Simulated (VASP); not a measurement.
Here is a VASP 6.6.1 calculation.

The input INCAR:

```
SYSTEM = Al16O
ALGO = Fast ; DIPOL = 0.5 0.5 0.319
EDIFF = 1E-6 ; EDIFFG = -0.025
ENCUT = 520 ; GGA = PE
IBRION = 2 ; IDIPOL = 3
ISIF = 2 ; ISMEAR = 0
KPAR = 4 ; LASPH = .TRUE.
LCHARG = .FALSE. ; LDIPOL = .TRUE.
LREAL = Auto ; LWAVE = .FALSE.
NELM = 100 ; NSW = 36
PREC = Accurate ; SIGMA = 0.1
```

File KPOINTS:

```
k-points
0
G
  5 4 1
  0 0 0
```

The input POSCAR:

```
Al16O
1.0
    5.7135165838      0.0000000000      0.0000000000
    0.0000000000      8.0801326417      0.0000000000
    0.0000000000      0.0000000000     19.7432787023
Al O
16 1
Selective dynamics
Direct
    0.2500000000      0.2500000000      0.2026005944  F F F
    0.2500000000      0.7500000000      0.2026005944  F F F
    0.7500000000      0.2500000000      0.2026005944  F F F
    0.7500000000      0.7500000000      0.2026005944  F F F
    0.0000000000      0.0000000000      0.2749482104  F F F
    0.0000000000      0.5000000000      0.2749482104  F F F
    0.5000000000      0.0000000000      0.2749482104  F F F
    0.5000000000      0.5000000000      0.2749482104  F F F
    0.2500000000      0.2500000000      0.3495466405  F F F
    0.2500000000      0.7500000000      0.3495466405  F F F
    0.7500000000      0.2500000000      0.3495466405  F F F
    0.7500000000      0.7500000000      0.3495466405  F F F
    0.0000000000      0.0000000000      0.4175232912  F F F
    0.0000000000      0.5000000000      0.4175232912  F F F
    0.5000000000      0.0000000000      0.4175232912  F F F
    0.5000000000      0.5000000000      0.4175232912  F F F
    0.2500000000      0.2000000000      0.4383846619  F F T
```

Potentials or basis: VASP PAW PBE potentials, release 64 (Al, O).

Command:

```console
$ cat potpaw_PBE.64/Al/POTCAR potpaw_PBE.64/O/POTCAR > POTCAR
$ mpirun -np 4 vasp_std > vasp.out
```

Problem. What does it give for the energy gained by relaxing?

Solution. 0.1 meV/atom.

Problem. Estimate the band gap on the k mesh.

Solution. Zero (bands 27 and 28 overlap by 0.54 eV).

Step by step:
| step | energy change (eV) | largest force on free atoms (eV/Å) | pressure (GPa) |
| --- | --- | --- | --- |
| 1 | 0.0000 | 0.2132 | -1.16 |
| 2 | -0.0014 | 0.0500 | -1.14 |
| 3 | -0.0014 | 0.0044 | -1.14 |
